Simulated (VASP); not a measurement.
# Al36CN34 (a cell with a defect) in VASP: further runs, part 2 of 3

VASP 6.6.1. Earlier steps stand in the parts before.

## (3) Single point, PBE

File INCAR:

```
SYSTEM = Al36CN34
PREC = Accurate
ENCUT = 520
EDIFF = 1E-6
ISMEAR = 0
SIGMA = 0.01
LREAL = Auto
LASPH = .True.
NELM = 120
ALGO = Normal
ISIF = 2
LWAVE = .False.
LCHARG = .False.
GGA = PE
NBANDS = 182
NELECT = 280.0
GGA_COMPAT = .False.
ISYM = -1
```

File KPOINTS:

```
explicit points
1
Reciprocal
  0.25000000   0.25000000   0.25000000 1
```

File POSCAR:

```
Al36CN34
1.0
    9.3892708700      0.0000000883      0.0000000000
   -4.6946355115      8.1313470508      0.0000000000
    0.0000000000      0.0000000000     10.0348065900
Al N C
36 34 1
Direct
    0.1830454857      0.0931733742      0.2658052349
    0.1097512169      0.2257822526      0.5017708424
    0.2105602256      0.1052763597      0.7453706091
    0.1120852144      0.2247003879      0.9978429846
    0.2234844140      0.4480625244      0.2507936916
    0.1107542023      0.5555050580      0.5005339835
    0.2216492531      0.4459475169      0.7501041517
    0.1114031987      0.5567590599      0.9992445697
    0.2216752586      0.7773747379      0.2513090990
    0.1073223558      0.8821002181      0.5026009730
    0.2212548235      0.7765100226      0.7510720293
    0.1118840380      0.8900801951      0.9977918205
    0.5762526860      0.0935745060      0.2660731402
    0.4419612143      0.2176976754      0.5056387800
    0.5608998577      0.1054181727      0.7453922963
    0.4452303495      0.2245734967      0.9298998566
    0.5759640892      0.4854172463      0.2595494658
    0.4400043958      0.5551010887      0.4991745212
    0.5604755480      0.4547344871      0.7385225529
    0.4442404185      0.5574305815      0.9952689256
    0.5556972907      0.7792055645      0.2486167788
    0.4406343417      0.8822460862      0.5027192467
    0.5561979286      0.7784192649      0.7501729788
    0.4440763036      0.8901580922      0.9978042797
    0.8895972309      0.1130964006      0.2493434921
    0.7823844868      0.2258428961      0.5018681900
    0.8885873038      0.1109864595      0.7505549215
    0.7786296848      0.2246815346      0.9978675784
    0.8908617460      0.4481509795      0.2507780655
    0.7809711733      0.5549925826      0.4991913107
    0.8905117480      0.4459744429      0.7501448523
    0.7792092635      0.5574662577      0.9951952938
    0.8893437894      0.7790929564      0.2485107754
    0.7767546495      0.8876380429      0.4989950269
    0.8881938246      0.7784140212      0.7501463814
    0.7781554498      0.8904735943      0.9983030588
    0.2185030604      0.1067869246      0.4460271502
    0.1138943727      0.2251021984      0.1897521352
    0.2191737089      0.1111945300      0.9385505473
    0.1098260698      0.2234078746      0.6900795678
    0.2187711820      0.4447648174      0.4394024235
    0.1120116803      0.5572756214      0.1896129112
    0.2218594860      0.4454519220      0.9402270137
    0.1113242505      0.5560244909      0.6905712465
    0.2213615727      0.7773280386      0.4403367090
    0.1146279859      0.8923946031      0.1894868772
    0.2224653412      0.7795206936      0.9412118339
    0.1094423615      0.8860837081      0.6907505134
    0.5540271090      0.1068474972      0.4464451339
    0.5575823664      0.1113073940      0.9385264818
    0.4427328976      0.2188528086      0.7064823762
    0.4441425441      0.5587059446      0.1852809901
    0.5578675996      0.4501379246      0.9350124842
    0.4426286587      0.5583209073      0.6898606410
    0.5544062669      0.7789954164      0.4378502642
    0.4440331624      0.8925730476      0.1894540996
    0.5559868281      0.7805016477      0.9404106590
    0.4430595051      0.8861276112      0.6908071832
    0.8884156568      0.1111526583      0.4385629119
    0.7778973106      0.2252399044      0.1898927768
    0.8893501031      0.1131814904      0.9414290406
    0.7803217672      0.2234968898      0.6901442807
    0.8915298732      0.4447989507      0.4394439263
    0.7813111603      0.5588611507      0.1851453341
    0.8890792620      0.4454526121      0.9402606196
    0.7823982058      0.5584009574      0.6899145616
    0.8897415609      0.7788183365      0.4377136649
    0.7788160300      0.8911307169      0.1898472850
    0.8899041698      0.7805108027      0.9402873923
    0.7779786618      0.8894772140      0.6897339933
    0.5513996457      0.4375248816      0.4421101447
```

Potentials or basis: VASP PAW PBE potentials, release 64 (Al, N, C).

On the command line:

```sh
$ cat potpaw_PBE.64/Al/POTCAR potpaw_PBE.64/N/POTCAR potpaw_PBE.64/C/POTCAR > POTCAR
$ mpirun -np 1 vasp_std > vasp.out
```

It took 3.8 min on 1 thread of Intel Xeon 6975P-C (Granite Rapids), shared host; peak memory 0.78 GiB.

It converged, with:

```yaml
Free_energy: -535.9753 eV
Largest_force: 0.033 eV/Å
```

Forces on the atoms (eV/Å):
```
Al  -0.004  0.002  0.010
Al   0.004 -0.007  0.009
Al   0.005  0.005 -0.002
Al  -0.003 -0.003  0.002
Al   0.005  0.009  0.004
Al   0.001 -0.008  0.003
Al   0.001 -0.001 -0.006
Al   0.001 -0.003  0.003
Al  -0.002  0.012  0.005
Al   0.003 -0.002  0.007
Al  -0.004  0.003 -0.005
Al   0.001 -0.001 -0.001
Al   0.002  0.001  0.014
Al   0.000 -0.004  0.014
Al  -0.004  0.001 -0.004
Al   0.003  0.001 -0.014
Al   0.003  0.005  0.004
Al  -0.021  0.005  0.005
Al  -0.003 -0.005  0.007
Al   0.001  0.002  0.006
Al  -0.001  0.011  0.003
Al   0.003 -0.004  0.005
Al  -0.001  0.004 -0.002
Al   0.005  0.001  0.001
Al  -0.004  0.001  0.003
Al  -0.002 -0.009  0.006
Al  -0.004  0.007 -0.002
Al   0.004 -0.003  0.001
Al   0.002  0.014  0.008
Al   0.019  0.001  0.005
Al  -0.003 -0.002 -0.005
Al   0.001 -0.001 -0.002
Al  -0.003  0.010  0.004
Al   0.002 -0.004  0.006
Al  -0.003  0.007 -0.002
Al  -0.002 -0.002 -0.001
N    0.000  0.008  0.002
N   -0.002 -0.006 -0.011
N   -0.010 -0.004  0.007
N    0.000 -0.005  0.000
N   -0.001  0.009 -0.005
N   -0.004 -0.017 -0.005
N    0.004  0.010 -0.001
N    0.003 -0.004  0.002
N   -0.003  0.013 -0.002
N    0.007 -0.025 -0.008
N   -0.002  0.006  0.002
N    0.005 -0.006  0.001
N   -0.005  0.014  0.000
N    0.007 -0.005  0.005
N    0.000  0.012 -0.016
N   -0.006 -0.014 -0.016
N    0.001  0.008  0.014
N    0.004 -0.005  0.005
N    0.000  0.006 -0.003
N   -0.002 -0.031 -0.011
N    0.004  0.005  0.000
N    0.002 -0.005  0.001
N   -0.005  0.017 -0.004
N    0.002 -0.011 -0.014
N   -0.002  0.009 -0.001
N    0.004 -0.005  0.002
N    0.004  0.014 -0.004
N   -0.003 -0.022 -0.012
N    0.001  0.012 -0.002
N   -0.002 -0.008  0.003
N   -0.008  0.008 -0.001
N    0.006 -0.011 -0.003
N   -0.006  0.005  0.000
N    0.002 -0.011 -0.001
C    0.001 -0.004 -0.011
```

Levels at points of the mesh, in eV from the Fermi level:
| k point | band 136 | band 137 | band 138 | band 139 | band 140 | band 141 | band 142 | band 143 | band 144 | band 145 |
| --- | --- | --- | --- | --- | --- | --- | --- | --- | --- | --- |
| (0.25, 0.25, 0.25) | -0.82 | -0.75 | -0.49 | -0.38 | -0.07 | 1.52 | 4.04 | 4.19 | 4.28 | 4.62 |

Caveat: the cell carries a net charge on a neutralising background, which shifts energy and pressure; the cell is charged against a uniform background, so pressure and absolute levels hang on convention.

## (4) Single point, PBE, collinear spin

File INCAR:

```
SYSTEM = Al36CN34
ALGO     = Normal         ! electronic algorithm
EDIFF    = 1E-6           ! SCF threshold, eV
ENCUT    = 520            ! plane-wave cutoff, eV
GGA      = PE             ! functional
GGA_COMPAT= .False.      
ISIF     = 2              ! what is computed and relaxed
ISMEAR   = 0              ! smearing method
ISPIN    = 2              ! spin polarisation
ISYM     = -1           
LASPH    = .True.         ! aspherical terms in the spheres
LCHARG   = .True.         ! write CHGCAR
LELF     = .True.         ! ELF
LORBIT   = 11             ! projections on sites
LREAL    = Auto         
LVHAR    = .True.       
LWAVE    = .False.        ! write WAVECAR
MAGMOM   = 0.03 0 0 0 0 0 0 0 0 0 0 0 0.02 0 0 0.02 0.03 0 0 0 0 0 0 0 0 0 0 0 0 0 0 0 0.01 0 0 0 0.03 0 0 0 0 0 0 0 0 0.02 0 0 0.02 0 0 0.02 0.04 0 0 0.03 0 0 0 0 0 0 0 0.02 0 0 0 0 0 0 0 ! initial moments
NBANDS   = 186            ! bands
NELECT   = 283.0        
NELM     = 200            ! most SCF steps
NUPDOWN  = 1.0            ! fixed moment
PREC     = Accurate       ! precision mode
SIGMA    = 0.01           ! smearing width, eV
```

KPOINTS is that of step 3.

File POSCAR:

```
Al36CN34
1.0
    9.3892708700      0.0000000883      0.0000000000
   -4.6946355115      8.1313470508      0.0000000000
    0.0000000000      0.0000000000     10.0348065900
Al N C
36 34 1
Direct
    0.2280727260      0.1033396485      0.2545265522
    0.1112377970      0.2215061205      0.4999007797
    0.2242031775      0.1115236028      0.7512762168
    0.1139182619      0.2229478250      1.0016788025
    0.2247058738      0.4434488898      0.2499027034
    0.1109339071      0.5542974808      0.4992002229
    0.2227603392      0.4444637021      0.7490901466
    0.1115155648      0.5551511333      1.0002458859
    0.2219161461      0.7768543508      0.2498538725
    0.1095341402      0.8860594204      0.5015808608
    0.2224385181      0.7770656012      0.7501942516
    0.1126953075      0.8897618434      1.0006627629
    0.5417391021      0.1079134361      0.2515954637
    0.4422615648      0.2184373908      0.4983402943
    0.5553688535      0.1111753697      0.7501200933
    0.4534284761      0.2340402374      1.0026077481
    0.5602185437      0.4476630264      0.2406538790
    0.4440990749      0.5525400638      0.4962811826
    0.5565490604      0.4454187820      0.7410870740
    0.4458179465      0.5579232845      0.9953942865
    0.5558587760      0.7771338339      0.2495312291
    0.4437201124      0.8867575523      0.5000837873
    0.5560311647      0.7779837738      0.7485031292
    0.4447376591      0.8897234544      0.9998184363
    0.8891020359      0.1111531183      0.2507753138
    0.7767797750      0.2218276061      0.4986652628
    0.8894660377      0.1115041281      0.7504004829
    0.7773070357      0.2232318707      1.0017428006
    0.8877783440      0.4445062893      0.2495495292
    0.7759512767      0.5525499262      0.4966397192
    0.8895391556      0.4444137387      0.7489880070
    0.7800048209      0.5579279448      0.9961467491
    0.8888376891      0.7773050257      0.2501214908
    0.7771464825      0.8872015352      0.4986999583
    0.8894069544      0.7779821543      0.7489627785
    0.7787938356      0.8899657517      0.9997450363
    0.2161670189      0.1053139397      0.4442555416
    0.1161862204      0.2194880487      0.1922980633
    0.2271516665      0.1140647442      0.9437757348
    0.1117831671      0.2215887481      0.6915725646
    0.2194315545      0.4434851210      0.4398484094
    0.1112778597      0.5528740073      0.1901950786
    0.2220732069      0.4444520361      0.9395123120
    0.1117949076      0.5551640512      0.6901743740
    0.2213898140      0.7764660534      0.4408230889
    0.1079504156      0.8836892375      0.1896192768
    0.2223679622      0.7776400081      0.9404327900
    0.1122312368      0.8886046261      0.6922257197
    0.5546112051      0.1062966471      0.4421153798
    0.5556528057      0.1127703354      0.9417908632
    0.4437811286      0.2193275050      0.6916672224
    0.4444282125      0.5572952213      0.1841103575
    0.5596228325      0.4520607018      0.9318562939
    0.4434706490      0.5569364598      0.6891604785
    0.5545977359      0.7783444748      0.4395595890
    0.4437604366      0.8857023587      0.1888952574
    0.5572751322      0.7812887635      0.9386018992
    0.4444848925      0.8885260784      0.6909777281
    0.8883997089      0.1106811360      0.4407157957
    0.7725440975      0.2202437126      0.1921164586
    0.8903618430      0.1131709376      0.9419495647
    0.7781012941      0.2217022307      0.6905261200
    0.8914567787      0.4439751570      0.4396224350
    0.7847053003      0.5604514666      0.1844151173
    0.8896931248      0.4445444807      0.9394016310
    0.7817970055      0.5569776442      0.6894364675
    0.8901825765      0.7784037863      0.4402738283
    0.7784343999      0.8892005224      0.1902381789
    0.8911742762      0.7814863613      0.9387337548
    0.7786597253      0.8893351998      0.6897432510
    0.5529106868      0.4384787562      0.4330912197
```

On the command line:

```sh
$ cat potpaw_PBE.64/Al/POTCAR potpaw_PBE.64/N/POTCAR potpaw_PBE.64/C/POTCAR > POTCAR
$ mpirun -np 1 vasp_std > vasp.out
```

Wall time 7.9 min (1 thread of Intel Xeon 6975P-C (Granite Rapids), shared host); peak memory 1.1 GiB.

It converged, with:

| Item | Value |
| --- | --- |
| Free energy | -512.6114 eV |
| Largest force | 0.032 eV/Å |
| Net moment | 1.00 μB per cell |
| Site moments | Al +0.06, +0.00, -0.00, +0.03, +0.04, +0.01 (each value once); N +0.02, -0.00, +0.00, +0.01, +0.04 (each value once); C -0.00 μB |
| Valence electrons inside the program's atomic spheres | Al 0.78, 0.80, 0.81, 0.82, 0.76, 0.79 (each value once); N 3.86, 3.82, 3.83, 3.85, 3.84 (each value once); C 2.53 |

Forces in eV/Å, atoms in the order of the input:
```
Al   0.014 -0.002  0.005
Al   0.008 -0.009 -0.006
Al   0.013  0.004  0.005
Al   0.008  0.005  0.014
Al   0.015  0.003  0.004
Al   0.002  0.001  0.006
Al  -0.004  0.006 -0.004
Al  -0.001  0.002 -0.004
Al   0.002  0.014  0.006
Al  -0.017 -0.003 -0.004
Al  -0.001 -0.008  0.003
Al  -0.007  0.004 -0.005
Al  -0.008 -0.021  0.012
Al   0.006  0.003  0.025
Al  -0.016  0.012 -0.001
Al  -0.015  0.003 -0.022
Al  -0.012  0.029  0.006
Al   0.002  0.012 -0.014
Al   0.009 -0.012  0.019
Al   0.014 -0.004  0.006
Al   0.001 -0.007 -0.002
Al   0.006  0.000  0.002
Al   0.001 -0.002 -0.011
Al   0.006 -0.006 -0.003
Al   0.006 -0.020  0.013
Al   0.001 -0.009 -0.002
Al  -0.002  0.004 -0.005
Al   0.006 -0.003 -0.007
Al  -0.004  0.001  0.005
Al   0.013  0.008 -0.011
Al  -0.010  0.004 -0.009
Al  -0.009  0.007 -0.006
Al  -0.005  0.001  0.003
Al   0.001 -0.001 -0.010
Al   0.003 -0.012 -0.013
Al   0.003 -0.003  0.014
N    0.003  0.001 -0.004
N   -0.018  0.004 -0.012
N   -0.003 -0.005  0.002
N   -0.004  0.002  0.003
N   -0.019  0.005  0.004
N    0.004 -0.012 -0.002
N   -0.001 -0.002 -0.010
N   -0.001 -0.004  0.000
N    0.001 -0.004 -0.006
N    0.001 -0.006  0.000
N    0.003  0.002 -0.003
N   -0.005  0.000  0.002
N    0.010 -0.001  0.000
N   -0.005  0.002  0.009
N    0.004  0.007 -0.011
N   -0.011  0.019 -0.002
N    0.000 -0.002  0.007
N    0.007 -0.007  0.001
N    0.004 -0.003  0.012
N    0.003 -0.008  0.002
N   -0.007  0.000 -0.005
N    0.005  0.004  0.003
N    0.002  0.009 -0.002
N   -0.012  0.006 -0.006
N    0.004  0.004 -0.004
N    0.005 -0.004  0.008
N    0.002  0.000  0.000
N   -0.002 -0.013  0.000
N    0.008  0.004 -0.007
N   -0.005  0.005  0.004
N    0.000 -0.006  0.010
N    0.001  0.006 -0.009
N    0.006  0.001 -0.003
N   -0.002  0.001  0.007
C   -0.011 -0.006  0.002
```

Caveat: the cell carries a net charge on a neutralising background, which shifts energy and pressure; the cell is charged against a uniform background, so pressure and absolute levels hang on convention; the total moment is fixed, so each spin has its own Fermi level and the state may be an excited one.

(Part 2 of 3 ends here.)
